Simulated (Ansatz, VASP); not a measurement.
**One calculation of Cd, two programs**

```
Cd
1.0
    -1.38233    1.38233    1.38233
     1.38233   -1.38233    1.38233
     1.38233    1.38233   -1.38233
Cd
1
Direct
  0.00000 0.00000 0.00000
```

Change from the starting cell: volume scaled by 0.52, LAPW.

Alike in both runs: task single point; functional LDA; k mesh 15 × 15 × 15; occupations fermi-dirac, width 0.1 eV; no spin polarisation.

|  | VASP | Ansatz |
| --- | --- | --- |
| version | VASP 6.6.1 | Ansatz 0.2.0 |
| potentials or method | VASP PAW LDA potentials, release 64 (Cd), cutoff 520 eV | all-electron LAPW, scalar-relativistic |

VASP gave:

```
pressure (GPa) : 274.3
```

Question: Estimate Ansatz's values.

Answer: Pressure (GPa): 259.5.

LDA's correlation is that of Perdew and Zunger in VASP and of Perdew and Wang (1992) in Ansatz. Both programs put the cell under a high pressure, so it lies far from rest at this level. Ansatz ran all-electron here, and VASP with PAW potentials.

Noted on VASP's run: the cell as given lies far from equilibrium.
